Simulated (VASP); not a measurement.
WS2: single point with PBE+D3(BJ)

Slab: WS2, a slab with vacuum.

```
CELL_PARAMETERS angstrom
3.03300 0.00000 0.00000
-1.51650 2.62666 0.00000
0.00000 0.00000 32.29109
ATOMIC_POSITIONS crystal
S 0.33333 0.66667 0.44866
S 0.33333 0.66667 0.55135
W 0.66667 0.33333 0.50001
```

* Program: VASP 6.6.1
* Task: single point
* Functional: PBE
* Dispersion: D3(BJ)
* Potentials or basis: VASP PAW PBE potentials, release 64 (S, W_sv)
* Cutoff: 520 eV
* k mesh: 12 × 12 × 1
* Occupations: gaussian, width 0.02 eV
* Spin: no spin polarisation

```yaml
Largest_force: 0.674 eV/Å
Band_gap_on_the_k_mesh: 1.60 eV, indirect (least direct gap 2.47 eV)
Dispersion_energy_per_atom: -0.332 eV
```

Forces in eV/Å, atoms in the order of the input:
```
S    0.000  0.000  0.674
S    0.000  0.000 -0.674
W    0.000  0.000  0.000
```

Levels at points of the mesh, in eV from the valence-band top:
```tsv
k point	band 9	band 10	band 11	band 12	band 13	band 14	band 15	band 16	band 17	band 18
(0.00, 0.00, 0.00)	-2.31	-2.31	-0.98	-0.98	-0.86	3.17	3.17	3.28	3.28	4.98
(0.50, 0.00, 0.00)	-4.63	-3.07	-2.68	-1.11	-0.75	3.39	3.65	3.97	4.73	5.85
```

Run time: 89 s on 1 thread of Intel(R) Xeon(R) Platinum 8488C (Sapphire Rapids) (shared host), peak memory 0.41 GiB.

Caveat: spin-orbit coupling is left out, which moves the levels of the heavy elements.
